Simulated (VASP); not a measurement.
# Al3GaSb4 (Pmm2) in VASP: single point with PBE

Aim: the single point of Al3GaSb4 with PBE.

All numbers are computed with VASP 6.6.1; they aren't measurements. Logs are shortened: lines on timing, memory, paths and dates and some standing lists are left out, and cuts for length are marked.

**1. The cell of the first run**

It takes space group Pmm2 (No. 25, orthorhombic). Conventional cell: a = 4.405 Å, b = 8.802 Å, c = 6.213 Å, α = 90.00°, β = 90.00°, γ = 90.00°. Within 3.6 Å of Al (site symmetry m) lie 4 Sb at 2.69 to 2.70 Å. Al (site symmetry mm2) has 4 Sb at 2.69 to 2.70 Å within 3.6 Å. Ga (site symmetry mm2) has 4 Sb at 2.69 Å within 3.5 Å. Within 3.5 Å of Sb (site symmetry m) lie 1 Ga at 2.69 Å and 3 Al at 2.69 to 2.70 Å. Sb (site symmetry mm2) has 4 Al at 2.69 to 2.70 Å within 3.6 Å. Within 3.6 Å of Sb (site symmetry mm2) lie 2 Al at 2.69 Å and 2 Ga at 2.69 Å.

**2. Single point, PBE**

Input file INCAR:

```
ALGO = Normal
EDIFF = 1E-7
ENCUT = 520
GGA = PE
ISIF = 2
ISMEAR = 0
LASPH = True
LCHARG = False
LREAL = False
LWAVE = False
NBANDS = 31
NELM = 60
PREC = Accurate
SIGMA = 0.02
```

Input file KPOINTS:

```
k-points
0
Gamma
  6 4 6
```

Input file POSCAR:

```
Al3GaSb4
1.0
    4.4051740000      0.0000000000      0.0000000000
    0.0000000000      8.8019689000      0.0000000000
    0.0000000000      0.0000000000      6.2132639000
Al Ga Sb
3 1 4
Direct
    0.5000000000      0.2496450000      0.4999320000
    0.0000000000      0.5000000000      0.9995820000
    0.5000000000      0.7503550000      0.4999320000
    0.0000000000      0.0000000000      0.0001060000
    0.0000000000      0.2498030000      0.2501300000
    0.5000000000      0.5000000000      0.7496500000
    0.0000000000      0.7501970000      0.2501300000
    0.5000000000      0.0000000000      0.7505370000
```

Potentials or basis: VASP PAW PBE potentials, release 64 (Al, Ga_d, Sb).

Launch:

```console
cat potpaw_PBE.64/Al/POTCAR potpaw_PBE.64/Ga_d/POTCAR potpaw_PBE.64/Sb/POTCAR > POTCAR
mpirun -np 1 vasp_std > vasp.out
```

OUTCAR:

```text
EDIFF = 1E-7
   ENCUT = 520
   GGA = PE
   ISIF = 2
   ISMEAR = 0
   LASPH = True
   LREAL = False
   NELM = 60
   PREC = Accurate

 ion  position               nearest neighbor table
   1  0.500  0.250  0.500-   8 2.69   5 2.69   5 2.69   6 2.70
   2  0.000  0.500  1.000-   6 2.69   6 2.69   7 2.70   5 2.70
   3  0.500  0.750  0.500-   8 2.69   7 2.69   7 2.69   6 2.70
   4  0.000  0.000  0.000-   5 2.69   7 2.69   8 2.69   8 2.69
   5  0.000  0.250  0.250-   4 2.69   1 2.69   1 2.69   2 2.70
   6  0.500  0.500  0.750-   2 2.69   2 2.69   3 2.70   1 2.70
   7  0.000  0.750  0.250-   4 2.69   3 2.69   3 2.69   2 2.70
   8  0.500  0.000  0.751-   1 2.69   3 2.69   4 2.69   4 2.69

  LATTYP: Found a simple orthorhombic cell.
 ALAT       =     4.4051740000
 B/A-ratio  =     1.4104468745
 C/A-ratio  =     1.9980978958

  Lattice vectors:

 A1 = (  -4.4051740000,   0.0000000000,   0.0000000000)
 A2 = (   0.0000000000,   0.0000000000,   6.2132639000)
 A3 = (   0.0000000000,   8.8019689000,   0.0000000000)

Analysis of symmetry for initial positions (statically):
=====================================================================
 Subroutine PRICEL returns:
 Original cell was already a primitive cell.

 Routine SETGRP: Setting up the symmetry group for a
 simple orthorhombic supercell.

 Subroutine GETGRP returns: Found  4 space group operations
 (whereof  4 operations were pure point group operations)
 out of a pool of  8 trial point group operations.

The static configuration has the point symmetry C_2v.

Analysis of symmetry for dynamics (positions and initial velocities):
=====================================================================
 Subroutine PRICEL returns:
 Original cell was already a primitive cell.

 Routine SETGRP: Setting up the symmetry group for a
 simple orthorhombic supercell.

 Subroutine GETGRP returns: Found  4 space group operations
 (whereof  4 operations were pure point group operations)
 out of a pool of  8 trial point group operations.

The dynamic configuration has the point symmetry C_2v.

 Subroutine INISYM returns: Found  4 space group operations
 (whereof  4 operations are pure point group operations),
 and found     1 'primitive' translations

----------------------------------------------------------------------------------------

                                     Primitive cell

  volume of cell :     240.9144

  direct lattice vectors                    reciprocal lattice vectors
     4.405174000  0.000000000  0.000000000     0.227005789  0.000000000  0.000000000
     0.000000000  8.801968900  0.000000000     0.000000000  0.113610944  0.000000000
     0.000000000  0.000000000  6.213263900     0.000000000  0.000000000  0.160946005

  length of vectors
     4.405174000  8.801968900  6.213263900     0.227005789  0.113610944  0.160946005

  position of ions in fractional coordinates (direct lattice)
     0.500000000  0.249645000  0.499932000
     0.000000000  0.500000000  0.999582000
     0.500000000  0.750355000  0.499932000
     0.000000000  0.000000000  0.000106000
     0.000000000  0.249803000  0.250130000
     0.500000000  0.500000000  0.749650000
     0.000000000  0.750197000  0.250130000
     0.500000000  0.000000000  0.750537000

  ion indices of the primitive-cell ions
   primitive index   ion index
                 1           1
                 2           2
                 3           3
                 4           4
                 5           5
                 6           6
                 7           7
                 8           8

----------------------------------------------------------------------------------------

 KPOINTS: k-points

Automatic generation of k-mesh.
 Grid dimensions read from file:
 generate k-points for:    6    4    6

 Generating k-lattice:

  Cartesian coordinates                     Fractional coordinates (reciprocal lattice)
     0.037834298  0.000000000  0.000000000     0.166666667  0.000000000  0.000000000
     0.000000000  0.028402736  0.000000000     0.000000000  0.250000000  0.000000000
     0.000000000  0.000000000  0.026824334     0.000000000  0.000000000  0.166666667

  Length of vectors
     0.037834298  0.028402736  0.026824334

  Shift w.r.t. Gamma in fractional coordinates (k-lattice)
     0.000000000  0.000000000  0.000000000

 Subroutine IBZKPT returns following result:
 ===========================================

 Found     48 irreducible k-points:

 Following reciprocal coordinates:
            Coordinates               Weight
  0.000000  0.000000  0.000000      1.000000
  0.166667  0.000000  0.000000      2.000000
  0.333333  0.000000  0.000000      2.000000
  0.500000  0.000000  0.000000      1.000000
  0.000000  0.250000  0.000000      2.000000
  0.166667  0.250000  0.000000      4.000000
[... 16 lines left out ...]
  0.333333  0.500000  0.166667      4.000000
  0.500000  0.500000  0.166667      2.000000
 [... further k-points ...]
   k-points           NKPTS =     48   k-points in BZ     NKDIM =     48   number of bands    NBANDS=     31
   number of dos      NEDOS =    301   number of ions     NIONS =      8
   total plane-waves  NPLWV = 120960
   dimension x,y,z NGX =    36 NGY =   70 NGZ =   48
   dimension x,y,z NGXF=    72 NGYF=  140 NGZF=   96
   ions per type =               3   1   4
   NGX,Y,Z   is equivalent  to a cutoff of  13.59, 13.22, 12.84 a.u.
   NGXF,Y,Z  is equivalent  to a cutoff of  27.17, 26.44, 25.69 a.u.
 SYSTEM =  unknown system
   PREC   = accura    normal or accurate (medium, high low for compatibility)
   ISTART =      0    job   : 0-new  1-cont  2-samecut
   ICHARG =      2    charge: 1-file 2-atom 10-const
   ISPIN  =      1    spin polarized calculation?
   LNONCOLLINEAR =      F non collinear calculations
   LSORBIT =      F    spin-orbit coupling
   LASPH  =      T    aspherical Exc in radial PAW
   ENCUT  =  520.0 eV  38.22 Ry    6.18 a.u.   8.19 16.37 11.55*2*pi/ulx,y,z
   NELM   =     60;   NELMIN=  2; NELMDL= -5     # of ELM steps
   EDIFF  = 0.1E-06   stopping-criterion for ELM
   LREAL  =      F    real-space projection
   EDIFFG = 0.1E-05   stopping-criterion for IOM
   NSW    =      0    number of steps for IOM
   IBRION =     -1    ionic relax: 0-MD 1-quasi-New 2-CG
   NFREE  =      0    steps in history (QN), initial steepest desc. (CG)
   ISIF   =      2    stress and relaxation
   ISYM   =      2    0-nonsym 1-usesym 2-fastsym
   POTIM  = 0.5000    time-step for ionic-motion
   TEBEG  =    0.0;   TEEND  =   0.0 temperature during run
   PSTRESS=    0.0 pullay stress
   NELECT =      42.0000    total number of electrons
   NUPDOWN=      -1.0000    fix difference up-down
   EMIN   =  10.00;   EMAX   =-10.00  energy-range for DOS
   EFERMI =   0.00;   METHOD = LEGACY
   ISMEAR =     0;   SIGMA  =   0.02  broadening in eV -4-tet -1-fermi 0-gaus
   EFERMI_NEDOS =   21; number of points for ismear=-14 and -15
   IALGO  =     38    algorithm
   IMIX   =      4    mixing-type and parameters
     AMIX     =   0.40;   BMIX     =  1.00
     AMIX_MAG =   1.60;   BMIX_MAG =  1.00
  volume/ion in A,a.u.               =      30.11       203.22
  Fermi-wavevector in a.u.,A,eV,Ry     =   0.914542  1.728234 11.379739  0.836387
  Thomas-Fermi vector in A             =   2.039181
   LORBIT       =      0    0 simple, 1 ext, 2 COOP (PROOUT), +10 PAW based schemes
   GGA     = PE    functional components
   LHFCALC =     F    Hartree Fock is set to
   AEXX    =    0.0000 exact exchange contribution
   IVDW    =     0    specifies the selected vdW correction
   LEPSILON=     F    determine dielectric tensor
   LRPA    =     F    only Hartree local field effects (RPA)
 non-spin polarized calculation
 Gauss-broadening in eV      SIGMA  =   0.02
  energy-cutoff  :      520.00
  volume of cell :      240.91
 maximum number of plane-waves:      6520
 NGX is ok and might be reduce to    36
   NGX = 17   NGY = 33   NGZ = 23

 number of electron      41.9999996 magnetization

 Free energy of the ion-electron system (eV)
  ---------------------------------------------------
  ext. energy  EPLUGINS =         0.00000000
  ---------------------------------------------------
  free energy    TOTEN  =       -31.98752043 eV

  energy without entropy =      -31.98752043  energy(sigma->0) =      -31.98752043

 E-fermi :   4.5331     XC(G=0):  -8.5824

 val. band max:        4.4048397718   @ k =   0.0000   0.0000   0.0000
 cond. band min:       5.1042729268   @ k =   0.0000   0.0000   0.5000
 fundamental gap:      0.6994331550
 Fermi energy:         4.5330758461

 k-point     1 :       0.0000    0.0000    0.0000
  band No.  band energies     occupation
      1     -10.3394      2.00000
      2     -10.3314      2.00000
      3     -10.3202      2.00000
      4     -10.2924      2.00000
      5     -10.2876      2.00000
      6      -6.2622      2.00000
[... 23 lines left out ...]
     30       8.9805      0.00000
     31       9.0254      0.00000

 k-point     2 :       0.1667    0.0000    0.0000
  band No.  band energies     occupation
      1     -10.3381      2.00000
      2     -10.3311      2.00000
      3     -10.3215      2.00000
      4     -10.2918      2.00000
      5     -10.2886      2.00000
      6      -6.0959      2.00000
[... 23 lines left out ...]
     30       7.8606      0.00000
     31       8.2882      0.00000

 k-point     3 :       0.3333    0.0000    0.0000
  band No.  band energies     occupation
      1     -10.3382      2.00000
      2     -10.3305      2.00000
      3     -10.3216      2.00000
      4     -10.2906      2.00000
      5     -10.2905      2.00000
      6      -5.6290      2.00000
[... 23 lines left out ...]
     30       9.2295      0.00000
     31       9.6927      0.00000

 k-point     4 :       0.5000    0.0000    0.0000
  band No.  band energies     occupation
      1     -10.3396      2.00000
      2     -10.3302      2.00000
      3     -10.3205      2.00000
      4     -10.2916      2.00000
      5     -10.2897      2.00000
      6      -5.0357      2.00000
[... 23 lines left out ...]
     30       9.1383      0.00000
     31       9.3058      0.00000

 k-point     5 :       0.0000    0.2500    0.0000
  band No.  band energies     occupation
      1     -10.3394      2.00000
      2     -10.3315      2.00000
      3     -10.3202      2.00000
      4     -10.2924      2.00000
      5     -10.2876      2.00000
      6      -6.1710      2.00000
[... 23 lines left out ...]
     30       8.2818      0.00000
     31       8.4164      0.00000
[... 542 lines left out ...]
     30       8.4232      0.00000
     31       8.4835      0.00000

 k-point    22 :       0.1667    0.5000    0.1667
  band No.  band energies     occupation
      1     -10.3381      2.00000
      2     -10.3313      2.00000
      3     -10.3215      2.00000
      4     -10.2918      2.00000
      5     -10.2886      2.00000
      6      -5.7271      2.00000
[... 23 lines left out ...]
     30       8.7442      0.00000
     31       8.8210      0.00000

 k-point    23 :       0.3333    0.5000    0.1667
  band No.  band energies     occupation
      1     -10.3383      2.00000
      2     -10.3306      2.00000
      3     -10.3216      2.00000
      4     -10.2906      2.00000
      5     -10.2904      2.00000
      6      -5.2764      2.00000
[... 23 lines left out ...]
     30       9.2573      0.00000
     31       9.2796      0.00000

 k-point    24 :       0.5000    0.5000    0.1667
  band No.  band energies     occupation
      1     -10.3398      2.00000
      2     -10.3303      2.00000
      3     -10.3204      2.00000
      4     -10.2916      2.00000
      5     -10.2896      2.00000
      6      -4.7702      2.00000
[... 23 lines left out ...]
     30       9.5602      0.00000
     31       9.5738      0.00000

 [... further k-points ...]

------------------------ aborting loop because EDIFF is reached ----------------------------------------

  FORCE on cell =-STRESS in cart. coord.  units (eV):
  Direction    XX          YY          ZZ          XY          YZ          ZX
  --------------------------------------------------------------------------------------
  -------------------------------------------------------------------------------------
  Total        0.2272228      0.2254114      0.2253784      0.0000000      0.0000000      0.0000000
  in kB        1.5111226      1.4990767      1.4988572      0.0000000      0.0000000      0.0000000
  external PRESSURE =       1.5030188 kB  Pullay stress =       0.0000000 kB

 VOLUME and BASIS-vectors are now :
 -----------------------------------------------------------------------------
  energy-cutoff  :      520.00
  volume of cell :      240.91
      direct lattice vectors                 reciprocal lattice vectors
     4.405174000  0.000000000  0.000000000     0.227005789  0.000000000  0.000000000
     0.000000000  8.801968900  0.000000000     0.000000000  0.113610944  0.000000000
     0.000000000  0.000000000  6.213263900     0.000000000  0.000000000  0.160946005

 POSITION                                       TOTAL-FORCE (eV/Angst)
 -----------------------------------------------------------------------------------
      2.20259      2.19737      3.10621         0.000000     -0.001242     -0.001441
      0.00000      4.40098      6.21067         0.000000      0.000000      0.001604
      2.20259      6.60460      3.10621         0.000000      0.001242     -0.001441
      0.00000      0.00000      0.00066         0.000000      0.000000     -0.000732
      0.00000      2.19876      1.55412        -0.000000     -0.007796     -0.004578
      2.20259      4.40098      4.65777         0.000000      0.000000      0.000590
      0.00000      6.60321      1.55412        -0.000000      0.007796     -0.004578
      2.20259      0.00000      4.66328         0.000000      0.000000      0.010574
 -----------------------------------------------------------------------------------
    total drift:                               -0.000000      0.000000      0.000056

  FREE ENERGIE OF THE ION-ELECTRON SYSTEM (eV)
  ---------------------------------------------------
  free  energy   TOTEN  =       -31.9875204279 eV

  energy  without entropy=      -31.9875204279  energy(sigma->0) =      -31.98752043
```

It took 12 min on 1 thread of AMD EPYC 7R43 (Zen 3), shared host; peak memory 0.5 GiB.

Results:

```
Free energy            : -31.9875 eV
Pressure               : 0.2 GPa
Largest force          : 0.011 eV/Å
Band gap on the k mesh : 0.70 eV (least direct gap 0.78 eV)
```

Forces on the atoms (eV/Å):
```
Al   0.000 -0.001 -0.001
Al   0.000  0.000  0.002
Al   0.000  0.001 -0.001
Ga   0.000  0.000 -0.001
Sb   0.000 -0.008 -0.005
Sb   0.000  0.000  0.001
Sb   0.000  0.008 -0.005
Sb   0.000  0.000  0.011
```

Caveat: spin-orbit coupling is left out, which moves the levels of the heavy elements. A k mesh can miss the band edges.
